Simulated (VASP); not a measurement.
# CdS (F-43m) in VASP: a series of runs

The runs below take CdS through single point, relaxation of cell and atoms, with RPBE+D4, PBE+D4.

Program: VASP 6.6.1. These are calculated values, not measurements. Logs are shortened: lines on timing, memory, paths and dates and some standing lists are left out, and cuts for length are marked.

### Step 1. The cell of the first run

The structure is cubic, space group F-43m (No. 216). Conventional cell: a = 5.853 Å, b = 5.853 Å, c = 5.853 Å, α = 90.00°, β = 90.00°, γ = 90.00°. Cd (site symmetry -43m) has 4 S at 2.53 Å within 3.3 Å. Within 3.3 Å of S (site symmetry -43m) lie 4 Cd at 2.53 Å.

### Step 2. Single point, RPBE+D4

INCAR

```
PREC = Accurate
ENCUT = 520
EDIFF = 1E-6
ISMEAR = -1
SIGMA = 0.05
LREAL = F
LASPH = T
NELM = 80
ALGO = Normal
ISIF = 2
LWAVE = F
LCHARG = F
GGA = RP
IVDW = 13
NBANDS = 16
```

KPOINTS

```
Automatic mesh
0
Gamma
  8 8 8
```

POSCAR

```
CdS
1.0
    0.0000000000      2.9266567175      2.9266567175
    2.9266567175      0.0000000000      2.9266567175
    2.9266567175      2.9266567175      0.0000000000
Cd S
1 1
Direct
    0.0000000000      0.0000000000      0.0000000000
    0.7500000000      0.7500000000      0.7500000000
```

Potentials or basis: VASP PAW PBE potentials, release 64 (Cd, S).

Command:

```bash
$ cat potpaw_PBE.64/Cd/POTCAR potpaw_PBE.64/S/POTCAR > POTCAR
$ mpirun -np 1 vasp_std > vasp.out
```

OUTCAR:

```text
PREC = Accurate
   ENCUT = 520
   EDIFF = 1E-6
   ISMEAR = -1
   LREAL = F
   LASPH = T
   NELM = 80
   ISIF = 2
   GGA = RP
   IVDW = 13

 ion  position               nearest neighbor table
   1  0.000  0.000  0.000-   2 2.53   2 2.53   2 2.53   2 2.53
   2  0.750  0.750  0.750-   1 2.53   1 2.53   1 2.53   1 2.53

  LATTYP: Found a face centered cubic cell.
 ALAT       =     5.8533134350

  Lattice vectors:

 A1 = (   0.0000000000,   2.9266567175,   2.9266567175)
 A2 = (   2.9266567175,   0.0000000000,   2.9266567175)
 A3 = (   2.9266567175,   2.9266567175,   0.0000000000)

Analysis of symmetry for initial positions (statically):
=====================================================================
 Subroutine PRICEL returns:
 Original cell was already a primitive cell.

 Routine SETGRP: Setting up the symmetry group for a
 face centered cubic supercell.

 Subroutine GETGRP returns: Found 24 space group operations
 (whereof 24 operations were pure point group operations)
 out of a pool of 48 trial point group operations.

The static configuration has the point symmetry T_d .

Analysis of symmetry for dynamics (positions and initial velocities):
=====================================================================
 Subroutine PRICEL returns:
 Original cell was already a primitive cell.

 Routine SETGRP: Setting up the symmetry group for a
 face centered cubic supercell.

 Subroutine GETGRP returns: Found 24 space group operations
 (whereof 24 operations were pure point group operations)
 out of a pool of 48 trial point group operations.

The dynamic configuration has the point symmetry T_d .

 Subroutine INISYM returns: Found 24 space group operations
 (whereof 24 operations are pure point group operations),
 and found     1 'primitive' translations

----------------------------------------------------------------------------------------

                                     Primitive cell

  volume of cell :      50.1355

  direct lattice vectors                    reciprocal lattice vectors
     0.000000000  2.926656717  2.926656717    -0.170843405  0.170843405  0.170843405
     2.926656717  0.000000000  2.926656717     0.170843405 -0.170843405  0.170843405
     2.926656717  2.926656717  0.000000000     0.170843405  0.170843405 -0.170843405

  length of vectors
     4.138917622  4.138917622  4.138917622     0.295909458  0.295909458  0.295909458

  position of ions in fractional coordinates (direct lattice)
     0.000000000  0.000000000  0.000000000
     0.750000000  0.750000000  0.750000000

  ion indices of the primitive-cell ions
   primitive index   ion index
                 1           1
                 2           2

----------------------------------------------------------------------------------------

 KPOINTS: Automatic mesh

Automatic generation of k-mesh.
 Grid dimensions read from file:
 generate k-points for:    8    8    8

 Generating k-lattice:

  Cartesian coordinates                     Fractional coordinates (reciprocal lattice)
    -0.021355426  0.021355426  0.021355426     0.125000000  0.000000000  0.000000000
     0.021355426 -0.021355426  0.021355426     0.000000000  0.125000000  0.000000000
     0.021355426  0.021355426 -0.021355426     0.000000000  0.000000000  0.125000000

  Length of vectors
     0.036988682  0.036988682  0.036988682

  Shift w.r.t. Gamma in fractional coordinates (k-lattice)
     0.000000000  0.000000000  0.000000000

 Subroutine IBZKPT returns following result:
 ===========================================

 Found     29 irreducible k-points:

 Following reciprocal coordinates:
            Coordinates               Weight
  0.000000  0.000000  0.000000      1.000000
  0.125000  0.000000  0.000000      8.000000
  0.250000  0.000000  0.000000      8.000000
  0.375000  0.000000  0.000000      8.000000
  0.500000  0.000000  0.000000      4.000000
  0.125000  0.125000  0.000000      6.000000
[... 16 lines left out ...]
  0.500000  0.250000  0.125000     48.000000
 -0.375000  0.250000  0.125000     24.000000
 [... further k-points ...]
   k-points           NKPTS =     29   k-points in BZ     NKDIM =     29   number of bands    NBANDS=     16
   number of dos      NEDOS =    301   number of ions     NIONS =      2
   total plane-waves  NPLWV =  32768
   dimension x,y,z NGX =    32 NGY =   32 NGZ =   32
   dimension x,y,z NGXF=    64 NGYF=   64 NGZF=   64
   ions per type =               1   1
   NGX,Y,Z   is equivalent  to a cutoff of  12.85, 12.85, 12.85 a.u.
   NGXF,Y,Z  is equivalent  to a cutoff of  25.71, 25.71, 25.71 a.u.
 SYSTEM =  unknown system
   PREC   = accura    normal or accurate (medium, high low for compatibility)
   ISTART =      0    job   : 0-new  1-cont  2-samecut
   ICHARG =      2    charge: 1-file 2-atom 10-const
   ISPIN  =      1    spin polarized calculation?
   LNONCOLLINEAR =      F non collinear calculations
   LSORBIT =      F    spin-orbit coupling
   LASPH  =      T    aspherical Exc in radial PAW
   ENCUT  =  520.0 eV  38.22 Ry    6.18 a.u.   7.70  7.70  7.70*2*pi/ulx,y,z
   NELM   =     80;   NELMIN=  2; NELMDL= -5     # of ELM steps
   EDIFF  = 0.1E-05   stopping-criterion for ELM
   LREAL  =      F    real-space projection
   EDIFFG = 0.1E-04   stopping-criterion for IOM
   NSW    =      0    number of steps for IOM
   IBRION =     -1    ionic relax: 0-MD 1-quasi-New 2-CG
   NFREE  =      0    steps in history (QN), initial steepest desc. (CG)
   ISIF   =      2    stress and relaxation
   ISYM   =      2    0-nonsym 1-usesym 2-fastsym
   POTIM  = 0.5000    time-step for ionic-motion
   TEBEG  =    0.0;   TEEND  =   0.0 temperature during run
   PSTRESS=    0.0 pullay stress
   NELECT =      18.0000    total number of electrons
   NUPDOWN=      -1.0000    fix difference up-down
   EMIN   =  10.00;   EMAX   =-10.00  energy-range for DOS
   EFERMI =   0.00;   METHOD = LEGACY
   ISMEAR =    -1;   SIGMA  =   0.05  broadening in eV -4-tet -1-fermi 0-gaus
   EFERMI_NEDOS =   21; number of points for ismear=-14 and -15
   IALGO  =     38    algorithm
   IMIX   =      4    mixing-type and parameters
     AMIX     =   0.40;   BMIX     =  1.00
     AMIX_MAG =   1.60;   BMIX_MAG =  1.00
  volume/ion in A,a.u.               =      25.07       169.17
  Fermi-wavevector in a.u.,A,eV,Ry     =   1.163547  2.198785 18.420129  1.353841
  Thomas-Fermi vector in A             =   2.300095
   LORBIT       =      0    0 simple, 1 ext, 2 COOP (PROOUT), +10 PAW based schemes
   GGA     = RP    functional components
   LHFCALC =     F    Hartree Fock is set to
   AEXX    =    0.0000 exact exchange contribution
   IVDW    =    13    specifies the selected vdW correction
   LEPSILON=     F    determine dielectric tensor
   LRPA    =     F    only Hartree local field effects (RPA)
 non-spin polarized calculation
  energy-cutoff  :      520.00
  volume of cell :       50.14
 maximum number of plane-waves:      1365
   NGX = 15   NGY = 15   NGZ = 15

 number of electron      18.0000005 magnetization

 Free energy of the ion-electron system (eV)
  ---------------------------------------------------
  ext. energy  EPLUGINS =         0.00000000
  ---------------------------------------------------
  free energy    TOTEN  =        -5.46831719 eV

  energy without entropy =       -5.46831717  energy(sigma->0) =       -5.46831718

 E-fermi :   2.0402     XC(G=0):  -8.8500

 val. band max:        1.3449846931   @ k =   0.0000   0.0000   0.0000
 cond. band min:       2.6558731462   @ k =   0.0000   0.0000   0.0000
 fundamental gap:      1.3108884530
 Fermi energy:         2.0402485343

 k-point     1 :       0.0000    0.0000    0.0000
  band No.  band energies     occupation
      1     -10.9371      2.00000
      2      -6.3449      2.00000
      3      -6.3449      2.00000
      4      -6.3449      2.00000
      5      -5.8824      2.00000
      6      -5.8824      2.00000
[... 8 lines left out ...]
     15      12.8060      0.00000
     16      13.0101      0.00000

 k-point     2 :       0.1250    0.0000    0.0000
  band No.  band energies     occupation
      1     -10.8778      2.00000
      2      -6.3231      2.00000
      3      -6.3231      2.00000
      4      -6.2899      2.00000
      5      -5.8833      2.00000
      6      -5.8833      2.00000
[... 8 lines left out ...]
     15      12.2617      0.00000
     16      13.5786      0.00000

 k-point     3 :       0.2500    0.0000    0.0000
  band No.  band energies     occupation
      1     -10.7340      2.00000
      2      -6.2760      2.00000
      3      -6.2760      2.00000
      4      -6.0967      2.00000
      5      -5.8779      2.00000
      6      -5.8779      2.00000
[... 8 lines left out ...]
     15      12.0423      0.00000
     16      12.9260      0.00000

 k-point     4 :       0.3750    0.0000    0.0000
  band No.  band energies     occupation
      1     -10.5906      2.00000
      2      -6.2395      2.00000
      3      -6.2395      2.00000
      4      -5.8585      2.00000
      5      -5.8585      2.00000
      6      -5.7508      2.00000
[... 8 lines left out ...]
     15      12.8782      0.00000
     16      12.8782      0.00000
[... 324 lines left out ...]
 k-point    22 :       0.3750    0.2500    0.1250
  band No.  band energies     occupation
      1     -10.6285      2.00000
      2      -6.2247      2.00000
      3      -6.1995      2.00000
      4      -6.0336      2.00000
      5      -5.8723      2.00000
      6      -5.8216      2.00000
[... 8 lines left out ...]
     15      13.3584      0.00000
     16      15.3843      0.00000

 k-point    23 :       0.5000    0.2500    0.1250
  band No.  band energies     occupation
      1     -10.5158      2.00000
      2      -6.1895      2.00000
      3      -6.1654      2.00000
      4      -5.9423      2.00000
      5      -5.8492      2.00000
      6      -5.5902      2.00000
[... 8 lines left out ...]
     15      14.2285      0.00000
     16      14.4523      0.00000

 k-point    24 :      -0.3750    0.2500    0.1250
  band No.  band energies     occupation
      1     -10.4699      2.00000
      2      -6.1844      2.00000
      3      -6.1493      2.00000
      4      -5.9048      2.00000
      5      -5.8559      2.00000
      6      -5.3980      2.00000
[... 8 lines left out ...]
     15      13.7308      0.00000
     16      14.5083      0.00000

 [... further k-points ...]

------------------------ aborting loop because EDIFF is reached ----------------------------------------

  DFT-D4 for vdW energy calculation

  Edisp (eV):   -1.18298

  FORCE on cell =-STRESS in cart. coord.  units (eV):
  Direction    XX          YY          ZZ          XY          YZ          ZX
  --------------------------------------------------------------------------------------
  -------------------------------------------------------------------------------------
  Total       0.10456     0.10456     0.10456     0.00000    -0.00000    -0.00000
  in kB       3.34131     3.34131     3.34131     0.00000    -0.00000    -0.00000
  external pressure =        3.34 kB  Pullay stress =        0.00 kB

 VOLUME and BASIS-vectors are now :
 -----------------------------------------------------------------------------
  energy-cutoff  :      520.00
  volume of cell :       50.14
      direct lattice vectors                 reciprocal lattice vectors
     0.000000000  2.926656717  2.926656717    -0.170843405  0.170843405  0.170843405
     2.926656717  0.000000000  2.926656717     0.170843405 -0.170843405  0.170843405
     2.926656717  2.926656717  0.000000000     0.170843405  0.170843405 -0.170843405

 POSITION                                       TOTAL-FORCE (eV/Angst)
 -----------------------------------------------------------------------------------
      0.00000      0.00000      0.00000        -0.000000     -0.000000     -0.000000
      4.38999      4.38999      4.38999         0.000000      0.000000      0.000000
 -----------------------------------------------------------------------------------
    total drift:                                0.000001      0.000001      0.000001

  FREE ENERGIE OF THE ION-ELECTRON SYSTEM (eV)
  ---------------------------------------------------
  free  energy   TOTEN  =        -6.6512926332 eV

  energy  without entropy=       -6.6512926076  energy(sigma->0) =       -6.65129262
```

It took 27 s on 1 thread of Intel Xeon 8259CL, shared host; peak memory 0.18 GiB.

What came out:

```
Free energy                : -6.6513 eV
Pressure                   : 0.3 GPa
Band gap on the k mesh     : 1.31 eV
Dispersion energy per atom : -0.591 eV
```

Caveat: the PAW data sets were made with another functional, which shifts forces and pressure a little.

### Step 3. Single point, PBE+D4

INCAR

```
SYSTEM = CdS
ALGO     = Normal         ! electronic algorithm
EDIFF    = 1E-7           ! SCF threshold, eV
ENCUT    = 520            ! plane-wave cutoff, eV
GGA      = PE             ! functional
ISIF     = 2              ! what is computed and relaxed
ISMEAR   = -1             ! smearing method
IVDW     = 13             ! dispersion correction
LASPH    = .True.         ! aspherical terms in the spheres
LCHARG   = .False.        ! write CHGCAR
LREAL    = .False.        ! projectors in reciprocal space
LWAVE    = .False.        ! write WAVECAR
NBANDS   = 16             ! bands
NELM     = 100            ! most SCF steps
PREC     = Accurate       ! precision mode
SIGMA    = 0.05           ! smearing width, eV
```

KPOINTS

```
k-points
0
Gamma
  8 8 8
  0 0 0
```

POSCAR

```
CdS
1.0
    0.0000000000      2.9266489669      2.9266489669
    2.9266489669      0.0000000000      2.9266489669
    2.9266489669      2.9266489669      0.0000000000
Cd S
1 1
Direct
    0.0000000000      0.0000000000      0.0000000000
    0.7500000000      0.7500000000      0.7500000000
```

Potentials or basis: VASP PAW PBE potentials, release 64 (Cd, S).

Command:

```bash
$ cat potpaw_PBE.64/Cd/POTCAR potpaw_PBE.64/S/POTCAR > POTCAR
$ mpirun -np 1 vasp_std > vasp.out
```

OUTCAR:

```text
SYSTEM = CdS
   EDIFF = 1E-7
   ENCUT = 520
   GGA = PE
   ISIF = 2
   ISMEAR = -1
   IVDW = 13
   LASPH = .True.
   LREAL = .False.
   NELM = 100
   PREC = Accurate

 ion  position               nearest neighbor table
   1  0.000  0.000  0.000-   2 2.53   2 2.53   2 2.53   2 2.53
   2  0.750  0.750  0.750-   1 2.53   1 2.53   1 2.53   1 2.53

  LATTYP: Found a face centered cubic cell.
 ALAT       =     5.8532979338

  Lattice vectors:

 A1 = (   0.0000000000,   2.9266489669,   2.9266489669)
 A2 = (   2.9266489669,   0.0000000000,   2.9266489669)
 A3 = (   2.9266489669,   2.9266489669,   0.0000000000)

[... 639 lines left out ...]

  DFT-D4 for vdW energy calculation

  Edisp (eV):   -0.62047

  FORCE on cell =-STRESS in cart. coord.  units (eV):
  Direction    XX          YY          ZZ          XY          YZ          ZX
  --------------------------------------------------------------------------------------
  -------------------------------------------------------------------------------------
  Total       0.10374     0.10374     0.10374    -0.00000     0.00000    -0.00000
  in kB       3.31522     3.31522     3.31522    -0.00000     0.00000    -0.00000
  external pressure =        3.32 kB  Pullay stress =        0.00 kB

 VOLUME and BASIS-vectors are now :
 -----------------------------------------------------------------------------
  energy-cutoff  :      520.00
  volume of cell :       50.14
      direct lattice vectors                 reciprocal lattice vectors
     0.000000000  2.926648967  2.926648967    -0.170843858  0.170843858  0.170843858
     2.926648967  0.000000000  2.926648967     0.170843858 -0.170843858  0.170843858
     2.926648967  2.926648967  0.000000000     0.170843858  0.170843858 -0.170843858

 POSITION                                       TOTAL-FORCE (eV/Angst)
 -----------------------------------------------------------------------------------
      0.00000      0.00000      0.00000        -0.000000     -0.000000     -0.000000
      4.38997      4.38997      4.38997         0.000000      0.000000      0.000000
 -----------------------------------------------------------------------------------
    total drift:                                0.000000      0.000000      0.000000

  FREE ENERGIE OF THE ION-ELECTRON SYSTEM (eV)
  ---------------------------------------------------
  free  energy   TOTEN  =        -6.7511029115 eV

  energy  without entropy=       -6.7511027711  energy(sigma->0) =       -6.75110284
```

OSZICAR:

```text
N       E                     dE             d eps       ncg     rms          rms(c)
DAV:   1     0.110796627994E+03    0.11080E+03   -0.92137E+03   944   0.104E+03
DAV:   2    -0.224879631641E+01   -0.11305E+03   -0.10690E+03  1112   0.254E+02
DAV:   3    -0.664795258060E+01   -0.43992E+01   -0.43909E+01  1176   0.526E+01
DAV:   4    -0.667598151122E+01   -0.28029E-01   -0.28026E-01  1160   0.407E+00
DAV:   5    -0.667636665622E+01   -0.38514E-03   -0.38514E-03  1152   0.454E-01    0.794E+00
DAV:   6    -0.614918835359E+01    0.52718E+00   -0.84046E-01  1400   0.115E+01    0.640E+00
DAV:   7    -0.613022072934E+01    0.18968E-01   -0.19570E-01  1152   0.302E+00    0.312E+00
DAV:   8    -0.613050532156E+01   -0.28459E-03   -0.17829E-02  1104   0.169E+00    0.301E-01
DAV:   9    -0.613042979874E+01    0.75523E-04   -0.20946E-03  1120   0.673E-01    0.583E-02
DAV:  10    -0.613055447055E+01   -0.12467E-03   -0.24618E-04  1144   0.159E-01    0.675E-02
DAV:  11    -0.613063844245E+01   -0.83972E-04   -0.13307E-04  1088   0.918E-02    0.227E-02
DAV:  12    -0.613063018894E+01    0.82535E-05   -0.25402E-05  1256   0.651E-02    0.101E-02
DAV:  13    -0.613063150379E+01   -0.13148E-05   -0.43530E-06  1064   0.123E-02    0.117E-02
DAV:  14    -0.613063116198E+01    0.34181E-06   -0.34298E-07  1248   0.338E-03    0.512E-03
DAV:  15    -0.613063114619E+01    0.15787E-07   -0.34332E-08   720   0.118E-03
   1 F= -.67511029E+01 E0= -.67511028E+01  d E =-.140413E-06
```

It took 32 s on 1 thread of Intel Xeon 8259CL, shared host; peak memory 0.18 GiB.

Results:

```yaml
Free_energy: -6.7511 eV
Pressure: 0.3 GPa
Band_gap_on_the_k_mesh: 1.13 eV
Dispersion_energy_per_atom: -0.310 eV
```

Levels at points of the mesh, in eV from the valence-band top:
| k point | band 5 | band 6 | band 7 | band 8 | band 9 | band 10 | band 11 | band 12 | band 13 | band 14 |
| --- | --- | --- | --- | --- | --- | --- | --- | --- | --- | --- |
| (0.00, 0.00, 0.00) | -7.22 | -7.22 | 0.00 | 0.00 | 0.00 | 1.13 | 6.55 | 6.55 | 6.55 | 11.38 |
| (0.50, 0.00, 0.00) | -7.19 | -6.85 | -4.34 | -0.74 | -0.74 | 3.00 | 7.01 | 7.01 | 7.45 | 11.06 |
| (0.50, 0.50, 0.00) | -7.14 | -6.79 | -3.91 | -1.84 | -1.84 | 3.57 | 4.34 | 9.19 | 10.72 | 10.72 |

(Part 1 of 2 ends here.)
